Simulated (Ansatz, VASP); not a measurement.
## Two plane-wave programs on Na4H

INCAR

```
PREC = Accurate
ENCUT = 520
EDIFF = 1E-6
ISMEAR = 0
SIGMA = 0.1
LREAL = F
LASPH = T
NELM = 60
ALGO = Normal
ISIF = 2
LWAVE = F
LCHARG = F
LDIPOL = T
IDIPOL = 3
DIPOL = 0.5 0.5 0.300
GGA = PE
NBANDS = 40
```

The input KPOINTS:

```
regular mesh
0
Gamma
  4 4 1
```

POSCAR

```
Na4H
1.0
    7.2665057608      0.0000000000      0.0000000000
   -2.4221685869      6.8509273320      0.0000000000
    0.0000000000      0.0000000000     20.9665385532
Na H
8 2
Direct
    0.2500000000      0.2500000000      0.1907801800
    0.2500000000      0.7500000000      0.1907801800
    0.7500000000      0.2500000000      0.1907801800
    0.7500000000      0.7500000000      0.1907801800
    0.0000000000      0.0000000000      0.3322693699
    0.0000000000      0.5000000000      0.3322693699
    0.5000000000      0.0000000000      0.3322693699
    0.5000000000      0.5000000000      0.3322693699
   -0.0516066473      0.7500000000      0.4562764869
    0.0516066473      0.7500000000      0.4562764869
```

Input for Ansatz:

```yaml
crystal:
  lattice:
    - [7.2665057608, 0.0, 0.0]
    - [-2.4221685869, 6.850927332, 0.0]
    - [0.0, 0.0, 20.9665385532]
  atoms:
    - { symbol: Na, position: [0.25, 0.25, 0.19078018] }
    - { symbol: Na, position: [0.25, 0.75, 0.19078018] }
    - { symbol: Na, position: [0.75, 0.25, 0.19078018] }
    - { symbol: Na, position: [0.75, 0.75, 0.19078018] }
    - { symbol: Na, position: [0.0, 0.0, 0.3322693699] }
    - { symbol: Na, position: [0.0, 0.5, 0.3322693699] }
    - { symbol: Na, position: [0.5, 0.0, 0.3322693699] }
    - { symbol: Na, position: [0.5, 0.5, 0.3322693699] }
    - { symbol: H, position: [-0.0516066473, 0.75, 0.4562764869] }
    - { symbol: H, position: [0.0516066473, 0.75, 0.4562764869] }
basis:
  ecutwfc: 420
kpoints:
  mp_grid: { grid: [4, 4, 1] }
hamiltonian:
  xc: pbe
scf:
  occupations: { method: gaussian, width: 0.1 }
output:
  forces: true
  eigenvalues: true
efield:
  axis: 3
  dipole_correction: true
  ramp_width: 0.04
```

Alike in both runs: task single point; functional PBE; k mesh 4 × 4 × 1; occupations gaussian, width 0.1 eV; no spin polarisation.

```csv
,VASP,Ansatz
version,VASP 6.6.1,Ansatz 0.2.0
potentials or method,"VASP PAW PBE potentials, release 64 (Na_pv, H), cutoff 520 eV","scalar-relativistic, plane waves, PAW"
valence electrons in the cell,58,74
```

```csv
,VASP,Ansatz,Ansatz less VASP
gap on the k mesh at the Fermi level (eV),none,none,-
rms of the force components (eV/Å),0.036,0.038,+0.0018
```

Atom by atom the forces differ by 0.003 eV/Å (rms over components). A gap of «none» marks a metal or a gap that the smearing closes. With one functional, cell and mesh, what is left measures potentials, basis and numerics. VASP's potentials hold 58 valence electrons a cell and Ansatz's 74, so a difference there can come from the potentials and not from the codes.
